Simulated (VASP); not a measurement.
# Os12F (a cell with a defect): single point with PBEsol

System: Os12F (a cell with a defect).

```
Os F
1.0
     5.48000    0.00000    0.00000
    -4.11000    7.11873    0.00000
     0.00000    0.00000    4.32646
Os F
12 1
Direct
  0.00440 0.00867 0.97039
  0.15471 0.21878 0.48460
  0.00798 0.33978 0.99425
  0.16897 0.56012 0.47950
  0.00809 0.66524 0.95684
  0.21935 0.91738 0.51285
  0.50962 0.00685 0.99985
  0.68403 0.22367 0.48245
  0.49519 0.32808 0.00939
  0.62960 0.50833 0.52488
  0.48653 0.66293 0.96046
  0.64720 0.90628 0.51113
  0.82704 0.76301 0.37316
```

```
Program             : VASP 6.6.1
Task                : single point
Functional          : PBEsol
Potentials or basis : VASP PAW PBE potentials, release 64 (Os_sv_GW, F)
Cutoff              : 520 eV
k mesh              : 2 × 2 × 3
Occupations         : fermi-dirac, width 0.15 eV
Spin                : no spin polarisation
```

```yaml
Pressure: 24.3 GPa
Largest_force: 0.146 eV/Å
Band_gap_on_the_k_mesh: zero (an odd number of electrons rules out a gap without spin polarisation)
```

Forces on the atoms (eV/Å):
```
Os   0.038 -0.054  0.023
Os  -0.005 -0.054  0.019
Os  -0.028 -0.005  0.014
Os   0.015  0.007  0.003
Os   0.024  0.001 -0.002
Os   0.027  0.087 -0.005
Os  -0.036  0.005  0.026
Os  -0.001 -0.037 -0.018
Os   0.029 -0.031  0.015
Os  -0.059 -0.132  0.017
Os   0.029  0.072  0.057
Os  -0.036  0.093 -0.020
F    0.004  0.048 -0.128
```

Stress tensor (GPa, compression positive):
```
22.36  0.45 -0.25
 0.45 28.03 -0.64
-0.25 -0.64 22.65
```

Levels at points of the mesh, in eV from the Fermi level:
```csv
k point,band 96,band 97,band 98,band 99,band 100,band 101,band 102,band 103,band 104,band 105
"(0.00, 0.00, 0.00)",-0.99,-0.75,0.02,0.24,0.25,0.55,0.66,0.78,1.07,1.32
"(0.50, 0.00, 0.00)",-1.09,-0.96,-0.86,-0.53,-0.37,-0.19,0.07,0.28,0.66,0.89
"(0.00, 0.50, 0.00)",-1.40,-1.35,-0.92,-0.54,-0.19,0.45,1.01,1.38,1.64,1.71
"(0.50, 0.50, 0.00)",-1.04,-1.02,-0.71,-0.63,-0.42,-0.18,0.37,0.45,0.80,1.17
```

It took 3.6 min on 1 thread of Intel(R) Xeon(R) Platinum 8559C (Emerald Rapids), on a shared host, peak memory 0.33 GiB.

Caveat: the k points lie up to 0.58 Å⁻¹ apart, too coarse for converged energies and pressures of a metal; the PAW data sets were made with another functional, which shifts forces and pressure a little; spin-orbit coupling is left out, which moves the levels of the heavy elements.
